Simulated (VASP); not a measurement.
# Mo (Im-3m) in VASP: further runs

Mo is run at these levels: PBE; tasks: single point.

Program: VASP 6.6.1. These are calculated values, not measurements. Logs are shortened: lines on timing, memory, paths and dates and some standing lists are left out, and cuts for length are marked.

### 1 The cell of the first run

The structure is cubic, space group Im-3m (No. 229). The conventional cell has a = 3.063 Å, b = 3.063 Å, c = 3.063 Å, α = 90.00°, β = 90.00°, γ = 90.00°. Mo (site symmetry m-3m) has 14 Mo at 2.65 to 3.06 Å within 3.5 Å.

### 2 Single point, PBE (volume scaled by 0.91)

Contents of INCAR:

```
SYSTEM = Mo
PREC = Accurate
ENCUT = 500
EDIFF = 1E-6
ISMEAR = 0
SIGMA = 0.1
LREAL = .FALSE.
LASPH = .TRUE.
NELM = 120
ALGO = Normal
ISIF = 2
LWAVE = .FALSE.
LCHARG = .TRUE.
GGA = PE
LELF = .TRUE.
LVHAR = .TRUE.
NBANDS = 13
GGA_COMPAT = .FALSE.
```

Contents of KPOINTS:

```
regular mesh
0
G
  18 18 18
  0 0 0
```

Contents of POSCAR:

```
Mo
1.0
   -1.5313161827      1.5313161827      1.5313161827
    1.5313161827     -1.5313161827      1.5313161827
    1.5313161827      1.5313161827     -1.5313161827
Mo
1
Direct
    0.0000000000      0.0000000000      0.0000000000
```

Potentials or basis: VASP PAW PBE potentials, release 64 (Mo_sv).

Command:

```sh
$ cat potpaw_PBE.64/Mo_sv/POTCAR > POTCAR
$ mpirun -np 1 vasp_std > vasp.out
```

OUTCAR:

```text
SYSTEM = Mo
   PREC = Accurate
   ENCUT = 500
   EDIFF = 1E-6
   ISMEAR = 0
   LREAL = .FALSE.
   LASPH = .TRUE.
   NELM = 120
   ISIF = 2
   GGA = PE

 ion  position               nearest neighbor table
   1  0.000  0.000  0.000-

  LATTYP: Found a body centered cubic cell.
 ALAT       =     3.0626323654

  Lattice vectors:

 A1 = (  -1.5313161827,   1.5313161827,   1.5313161827)
 A2 = (   1.5313161827,  -1.5313161827,   1.5313161827)
 A3 = (   1.5313161827,   1.5313161827,  -1.5313161827)

Analysis of symmetry for initial positions (statically):
=====================================================================
 Subroutine PRICEL returns:
 Original cell was already a primitive cell.

 Routine SETGRP: Setting up the symmetry group for a
 body centered cubic supercell.

 Subroutine GETGRP returns: Found 48 space group operations
 (whereof 48 operations were pure point group operations)
 out of a pool of 48 trial point group operations.

The static configuration has the point symmetry O_h .

Analysis of symmetry for dynamics (positions and initial velocities):
=====================================================================
 Subroutine PRICEL returns:
 Original cell was already a primitive cell.

 Routine SETGRP: Setting up the symmetry group for a
 body centered cubic supercell.

 Subroutine GETGRP returns: Found 48 space group operations
 (whereof 48 operations were pure point group operations)
 out of a pool of 48 trial point group operations.

The dynamic configuration has the point symmetry O_h .

 Subroutine INISYM returns: Found 48 space group operations
 (whereof 48 operations are pure point group operations),
 and found     1 'primitive' translations

----------------------------------------------------------------------------------------

                                     Primitive cell

  volume of cell :      14.3633

  direct lattice vectors                    reciprocal lattice vectors
    -1.531316183  1.531316183  1.531316183     0.000000000  0.326516500  0.326516500
     1.531316183 -1.531316183  1.531316183     0.326516500  0.000000000  0.326516500
     1.531316183  1.531316183 -1.531316183     0.326516500  0.326516500  0.000000000

  length of vectors
     2.652317431  2.652317431  2.652317431     0.461764062  0.461764062  0.461764062

  position of ions in fractional coordinates (direct lattice)
     0.000000000  0.000000000  0.000000000

  ion indices of the primitive-cell ions
[... 81 lines left out ...]
   ISYM   =      2    0-nonsym 1-usesym 2-fastsym
   POTIM  = 0.5000    time-step for ionic-motion
   TEBEG  =    0.0;   TEEND  =   0.0 temperature during run
   PSTRESS=    0.0 pullay stress
   NELECT =      14.0000    total number of electrons
   NUPDOWN=      -1.0000    fix difference up-down
   EMIN   =  10.00;   EMAX   =-10.00  energy-range for DOS
   EFERMI =   0.00;   METHOD = LEGACY
   ISMEAR =     0;   SIGMA  =   0.10  broadening in eV -4-tet -1-fermi 0-gaus
   EFERMI_NEDOS =   21; number of points for ismear=-14 and -15
   IALGO  =     38    algorithm
   IMIX   =      4    mixing-type and parameters
     AMIX     =   0.40;   BMIX     =  1.00
     AMIX_MAG =   1.60;   BMIX_MAG =  1.00
  volume/ion in A,a.u.               =      14.36        96.93
  Fermi-wavevector in a.u.,A,eV,Ry     =   1.623177  3.067360 35.847334  2.634705
  Thomas-Fermi vector in A             =   2.716670
   LORBIT       =      0    0 simple, 1 ext, 2 COOP (PROOUT), +10 PAW based schemes
   GGA     = PE    functional components
   LHFCALC =     F    Hartree Fock is set to
   AEXX    =    0.0000 exact exchange contribution
   IVDW    =     0    specifies the selected vdW correction
   LEPSILON=     F    determine dielectric tensor
   LRPA    =     F    only Hartree local field effects (RPA)
 non-spin polarized calculation
 Gauss-broadening in eV      SIGMA  =   0.10
  energy-cutoff  :      500.00
  volume of cell :       14.36
 maximum number of plane-waves:       376
   NGX =  9   NGY =  9   NGZ =  9

 number of electron      13.9999999 magnetization

 Free energy of the ion-electron system (eV)
  ---------------------------------------------------
  ext. energy  EPLUGINS =         0.00000000
  ---------------------------------------------------
  free energy    TOTEN  =       -10.80622953 eV

  energy without entropy =      -10.80439232  energy(sigma->0) =      -10.80531092

 E-fermi :  14.0429     XC(G=0): -13.8751

 val. band max:       14.0167841391   @ k =  -0.3889   0.4444   0.2778
 cond. band min:      14.0800974337   @ k =  -0.3333   0.3889   0.2778
 fundamental gap:      0.0633132946
 Fermi energy:        14.0429265878

 k-point     1 :       0.0000    0.0000    0.0000
  band No.  band energies     occupation
      1     -47.3104      2.00000
      2     -20.3512      2.00000
      3     -20.3512      2.00000
      4     -20.3512      2.00000
      5       6.5139      2.00000
      6      12.4635      2.00000
      7      12.4635      2.00000
      8      12.4635      2.00000
      9      15.8160      0.00000
     10      15.8160      0.00000
     11      28.9482      0.00000
     12      28.9482      0.00000
     13      28.9482      0.00000
[... 354 lines left out ...]
  band No.  band energies     occupation
      1     -46.9393      2.00000
      2     -22.0595      2.00000
      3     -20.9771      2.00000
      4     -20.4498      2.00000
      5       8.6166      2.00000
      6      10.3627      2.00000
      7      14.1589      0.10094
      8      15.7481      0.00000
      9      17.0648      0.00000
     10      20.0630      0.00000
     11      26.7647      0.00000
     12      27.3511      0.00000
     13      32.1897      0.00000

 [... further k-points ...]

------------------------ aborting loop because EDIFF is reached ----------------------------------------

  FORCE on cell =-STRESS in cart. coord.  units (eV):
  Direction    XX          YY          ZZ          XY          YZ          ZX
  --------------------------------------------------------------------------------------
  -------------------------------------------------------------------------------------
  Total        2.7661357      2.7661357      2.7661357     -0.0000000      0.0000000     -0.0000000
  in kB      308.5527802    308.5527802    308.5527802     -0.0000000      0.0000000     -0.0000000
  external PRESSURE =     308.5527802 kB  Pullay stress =       0.0000000 kB

 VOLUME and BASIS-vectors are now :
 -----------------------------------------------------------------------------
  energy-cutoff  :      500.00
  volume of cell :       14.36
      direct lattice vectors                 reciprocal lattice vectors
    -1.531316183  1.531316183  1.531316183     0.000000000  0.326516500  0.326516500
     1.531316183 -1.531316183  1.531316183     0.326516500  0.000000000  0.326516500
     1.531316183  1.531316183 -1.531316183     0.326516500  0.326516500  0.000000000

 POSITION                                       TOTAL-FORCE (eV/Angst)
 -----------------------------------------------------------------------------------
      0.00000      0.00000      0.00000        -0.000000      0.000000     -0.000000
 -----------------------------------------------------------------------------------
    total drift:                                0.000000     -0.000000     -0.000000

  FREE ENERGIE OF THE ION-ELECTRON SYSTEM (eV)
  ---------------------------------------------------
  free  energy   TOTEN  =       -10.8062295264 eV

  energy  without entropy=      -10.8043923201  energy(sigma->0) =      -10.80531092
```

OSZICAR:

```text
N       E                     dE             d eps       ncg     rms          rms(c)
DAV:   1     0.899994006495E+02    0.89999E+02   -0.79489E+03  5144   0.109E+03
DAV:   2    -0.103172178579E+02   -0.10032E+03   -0.96633E+02  5785   0.309E+02
DAV:   3    -0.113813752098E+02   -0.10642E+01   -0.10621E+01  5715   0.319E+01
DAV:   4    -0.113837023390E+02   -0.23271E-02   -0.23271E-02  5695   0.180E+00
DAV:   5    -0.113837165858E+02   -0.14247E-04   -0.14248E-04  5780   0.124E-01    0.179E+01
DAV:   6    -0.108904921205E+02    0.49322E+00   -0.57712E-01  5225   0.957E+00    0.578E+00
DAV:   7    -0.108099069177E+02    0.80585E-01   -0.14697E-01  5585   0.465E+00    0.792E-01
DAV:   8    -0.108061690015E+02    0.37379E-02   -0.36997E-03  5255   0.780E-01    0.166E-01
DAV:   9    -0.108062228020E+02   -0.53800E-04   -0.60040E-05  6025   0.940E-02    0.903E-02
DAV:  10    -0.108062289720E+02   -0.61700E-05   -0.12876E-05  5280   0.446E-02    0.695E-03
DAV:  11    -0.108062295264E+02   -0.55438E-06   -0.89206E-08  2915   0.367E-03
   1 F= -.10806230E+02 E0= -.10805311E+02  d E =-.183721E-02
```

stdout:

```text
POSCAR found type information on POSCAR Mo
 POSCAR found :  1 types and       1 ions
 scaLAPACK will be used
 LDA part: xc-table for (Slater+PW92), standard interpolation
 POSCAR, INCAR and KPOINTS ok, starting setup
 FFT: planning ... GRIDC
 FFT: planning ... GRID_SOFT
 FFT: planning ... GRID
 WAVECAR not read
 entering main loop
```

Run time: 13 s. Hardware: 1 thread of Intel Xeon 6975P-C, shared host; peak memory 0.15 GiB.

What came out:

* Free energy: -10.8062 eV
* Pressure: 30.9 GPa
* Band gap on the k mesh: zero (band 7 reaches 18.49 eV, above the bottom of band 8 at 12.46 eV)

[end of part 1 of 2]
